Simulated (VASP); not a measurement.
# InAs (CsCl type) (Pm-3m) in VASP: notebook, part 2 of 2

VASP 6.6.1. Earlier steps stand in the parts before.

**3. Density of states, PBE (volume scaled by 0.72)**

Contents of POSCAR:

```
InAs
1.0
    3.2069089811      0.0000000000      0.0000000000
    0.0000000000      3.2069089811      0.0000000000
    0.0000000000      0.0000000000      3.2069089811
In As
1 1
Direct
    0.0000000000      0.0000000000      0.0000000000
    0.5000000000      0.5000000000      0.5000000000
```

Contents of INCAR.step1:

```
PREC = Accurate
ENCUT = 520
EDIFF = 1E-7
ISMEAR = -1
SIGMA = 0.05
LREAL = F
LASPH = T
NELM = 60
ALGO = Normal
ISIF = 2
LWAVE = F
LCHARG = T
GGA = PE
NBANDS = 16
```

Contents of KPOINTS.step1:

```
Automatic mesh
0
Gamma
  12 12 12
```

Contents of INCAR.step2:

```
PREC = Accurate
ENCUT = 520
EDIFF = 1E-7
ISMEAR = -5
SIGMA = 0.05
LREAL = F
LASPH = T
NELM = 60
ALGO = Normal
ISIF = 2
LWAVE = F
LCHARG = F
GGA = PE
LORBIT = 11
NEDOS = 1001
ICHARG = 11
```

Contents of KPOINTS.step2:

```
Automatic mesh
0
Gamma
  18 18 18
```

Potentials or basis: VASP PAW PBE potentials, release 64 (In_d, As).

Launch:

```sh
$ cat potpaw_PBE.64/In_d/POTCAR potpaw_PBE.64/As/POTCAR > POTCAR
$ cp INCAR.step1 INCAR
$ cp KPOINTS.step1 KPOINTS
$ mpirun -np 1 vasp_std > vasp.out
$ cp INCAR.step2 INCAR
$ cp KPOINTS.step2 KPOINTS
$ mpirun -np 1 vasp_std > vasp.out
```

OUTCAR:

```text
PREC = Accurate
   ENCUT = 520
   EDIFF = 1E-7
   ISMEAR = -5
   LREAL = F
   LASPH = T
   NELM = 60
   ISIF = 2
   GGA = PE
   LORBIT = 11
   ICHARG = 11

 ion  position               nearest neighbor table
   1  0.000  0.000  0.000-   2 2.78   2 2.78   2 2.78   2 2.78   2 2.78   2 2.78   2 2.78   2 2.78

   2  0.500  0.500  0.500-   1 2.78   1 2.78   1 2.78   1 2.78   1 2.78   1 2.78   1 2.78   1 2.78

  LATTYP: Found a simple cubic cell.
 ALAT       =     3.2069089811

  Lattice vectors:

 A1 = (   3.2069089811,   0.0000000000,   0.0000000000)
 A2 = (   0.0000000000,   3.2069089811,   0.0000000000)
 A3 = (   0.0000000000,   0.0000000000,   3.2069089811)

Analysis of symmetry for initial positions (statically):
=====================================================================
 Subroutine PRICEL returns:
 Original cell was already a primitive cell.

 Routine SETGRP: Setting up the symmetry group for a
 simple cubic supercell.

 Subroutine GETGRP returns: Found 48 space group operations
 (whereof 48 operations were pure point group operations)
 out of a pool of 48 trial point group operations.

The static configuration has the point symmetry O_h .

Analysis of symmetry for dynamics (positions and initial velocities):
=====================================================================
 Subroutine PRICEL returns:
 Original cell was already a primitive cell.

 Routine SETGRP: Setting up the symmetry group for a
 simple cubic supercell.

 Subroutine GETGRP returns: Found 48 space group operations
 (whereof 48 operations were pure point group operations)
 out of a pool of 48 trial point group operations.

The dynamic configuration has the point symmetry O_h .

 Subroutine INISYM returns: Found 48 space group operations
 (whereof 48 operations are pure point group operations),
 and found     1 'primitive' translations

[... 122 lines left out ...]
   LHFCALC =     F    Hartree Fock is set to
   AEXX    =    0.0000 exact exchange contribution
   IVDW    =     0    specifies the selected vdW correction
   LEPSILON=     F    determine dielectric tensor
   LRPA    =     F    only Hartree local field effects (RPA)
 non-spin polarized calculation
 Fermi weights with tetrahedron method with Bloechl corrections
  energy-cutoff  :      520.00
  volume of cell :       32.98
 maximum number of plane-waves:       912
 NGX is ok and might be reduce to    24

 number of electron      18.0000008 magnetization

 Free energy of the ion-electron system (eV)
  ---------------------------------------------------
  ext. energy  EPLUGINS =         0.00000000
  ---------------------------------------------------
  free energy    TOTEN  =        -5.68258035 eV

  energy without entropy =       -5.68258035  energy(sigma->0) =       -5.68258035

 E-fermi :  11.0841     XC(G=0): -12.0155

 val. band max:       11.2232997418   @ k =   0.4444   0.2222   0.1111
 cond. band min:      10.8536081627   @ k =   0.5000   0.5000   0.5000
 fundamental gap:     -0.3696915792
 Fermi energy:        11.0841370956

 k-point     1 :       0.0000    0.0000    0.0000
  band No.  band energies     occupation
      1      -4.2567      2.00000
      2      -4.2173      2.00000
      3      -4.2173      2.00000
      4      -3.7119      2.00000
      5      -3.7119      2.00000
      6      -3.7119      2.00000
      7       9.7824      2.00000
      8       9.7824      2.00000
      9       9.7824      2.00000
     10      10.6417      1.40495
     11      15.7827      0.00000
     12      15.7827      0.00000
     13      23.8887      0.00000
[... 354 lines left out ...]
  band No.  band energies     occupation
      1      -4.1500      2.00000
      2      -4.0044      2.00000
      3      -3.9388      2.00000
      4      -3.8686      2.00000
      5      -3.7206      2.00000
      6      -2.4869      2.00000
      7       3.5559      2.00000
      8       9.6699      2.02513
      9      11.6204     -0.10711
     10      14.5024      0.00000
     11      15.7947      0.00000
     12      17.6105      0.00000
     13      18.3169      0.00000

 [... further k-points ...]
[... 5 lines left out ...]
  --------------------------------------------------------------------------------------
  -------------------------------------------------------------------------------------
  Total        8.4148776      8.4148776      8.4148776      0.0000000     -0.0000000     -0.0000000
  in kB      408.7883241    408.7883241    408.7883241      0.0000000     -0.0000000     -0.0000000
  external PRESSURE =     408.7883241 kB  Pullay stress =       0.0000000 kB

 VOLUME and BASIS-vectors are now :
 -----------------------------------------------------------------------------
  energy-cutoff  :      520.00
  volume of cell :       32.98
      direct lattice vectors                 reciprocal lattice vectors
     3.206908981  0.000000000  0.000000000     0.311826748  0.000000000  0.000000000
     0.000000000  3.206908981  0.000000000     0.000000000  0.311826748  0.000000000
     0.000000000  0.000000000  3.206908981     0.000000000  0.000000000  0.311826748

 POSITION                                       TOTAL-FORCE (eV/Angst)
 -----------------------------------------------------------------------------------
      0.00000      0.00000      0.00000         0.000000      0.000000      0.000000
      1.60345      1.60345      1.60345         0.000000      0.000000      0.000000
 -----------------------------------------------------------------------------------
    total drift:                               -0.000000      0.000000      0.000000

  FREE ENERGIE OF THE ION-ELECTRON SYSTEM (eV)
  ---------------------------------------------------
  free  energy   TOTEN  =        -5.6825803547 eV

  energy  without entropy=       -5.6825803547  energy(sigma->0) =       -5.68258035

 total charge

# of ion       s       p       d       tot
------------------------------------------
    1        0.943   0.732   9.950  11.625
    2        1.308   1.465   0.072   2.846
--------------------------------------------------
tot          2.251   2.197  10.022  14.471
```

OUTCAR.step1:

```text
PREC = Accurate
   ENCUT = 520
   EDIFF = 1E-7
   ISMEAR = -1
   LREAL = F
[... 679 lines left out ...]
      0.00000      0.00000      0.00000         0.000000      0.000000      0.000000
      1.60345      1.60345      1.60345         0.000000      0.000000      0.000000
 -----------------------------------------------------------------------------------
    total drift:                                0.000000      0.000000      0.000000

  FREE ENERGIE OF THE ION-ELECTRON SYSTEM (eV)
  ---------------------------------------------------
  free  energy   TOTEN  =        -5.6758919553 eV

  energy  without entropy=       -5.6681779282  energy(sigma->0) =       -5.67203494
```

Run time: 30 s. Hardware: 1 thread of AMD EPYC 9R45 (Zen 5), shared host; peak memory 0.19 GiB.

What came out:

| Quantity | Value |
| --- | --- |
| Valence electrons inside the program's atomic spheres | In 11.62; As 2.85 |

Caveat: the cell differs from its parent crystal (volume scaled by 0.72); the bands computed are all filled at some k points, so no gap is given; spin-orbit coupling is left out, which moves the levels of the heavy elements.

**4. Density of states, PBE**

This run uses another cell than the first one, of 22.90 Å³/atom, 1.818 times its volume.

Contents of POSCAR:

```
InAs
1.0
    3.5780175664      0.0000000000      0.0000000000
    0.0000000000      3.5780175664      0.0000000000
    0.0000000000      0.0000000000      3.5780175664
In As
1 1
Direct
    0.0000000000      0.0000000000      0.0000000000
    0.5000000000      0.5000000000      0.5000000000
```

Contents of INCAR.step1:

```
SYSTEM = InAs
PREC = Accurate ; ENCUT = 520
EDIFF = 1E-7 ; ISMEAR = -1
SIGMA = 0.05 ; LREAL = .FALSE.
LASPH = .TRUE. ; NELM = 100
ALGO = Normal ; ISIF = 2
LWAVE = .FALSE. ; LCHARG = .TRUE.
GGA = PE ; NBANDS = 16
```

Contents of KPOINTS.step1:

```
regular mesh
0
G
  12 12 12
  0 0 0
```

Contents of INCAR.step2:

```
SYSTEM = InAs
PREC = Accurate ; ENCUT = 520
EDIFF = 1E-7 ; ISMEAR = -5
SIGMA = 0.05 ; LREAL = .FALSE.
LASPH = .TRUE. ; NELM = 100
ALGO = Normal ; ISIF = 2
LWAVE = .FALSE. ; LCHARG = .FALSE.
GGA = PE ; LORBIT = 10
NBANDS = 16 ; NEDOS = 2001
ICHARG = 11
```

Contents of KPOINTS.step2:

```
regular mesh
0
G
  18 18 18
  0 0 0
```

Launch:

```sh
$ cat potpaw_PBE.64/In_d/POTCAR potpaw_PBE.64/As/POTCAR > POTCAR
$ cp INCAR.step1 INCAR
$ cp KPOINTS.step1 KPOINTS
$ mpirun -np 1 vasp_std > vasp.out
$ cp INCAR.step2 INCAR
$ cp KPOINTS.step2 KPOINTS
$ mpirun -np 1 vasp_std > vasp.out
```

It took 56 s on 1 thread of AMD EPYC 9R45 (Zen 5), shared host; peak memory 0.25 GiB.

Results (log left out):

| Quantity | Value |
| --- | --- |
| Valence electrons inside the program's atomic spheres | In 11.29; As 2.64 |

Levels at points of the mesh, in eV from the Fermi level:
```
           k point  band 7  band 8  band 9  band 10  band 11  band 12
(0.00, 0.00, 0.00)   -2.44   -0.74   -0.74    -0.74     4.90     4.90
(0.50, 0.00, 0.00)   -7.21    0.90    0.90     2.04     3.15     4.86
(0.50, 0.50, 0.00)   -4.54   -4.54   -3.82     1.36     6.32     6.32
(0.50, 0.50, 0.50)   -2.18   -2.18   -2.18    -1.34    -0.07    -0.07
```

Caveat: spin-orbit coupling is left out, which moves the levels of the heavy elements; tetrahedron occupations give inexact forces and stress in metals.
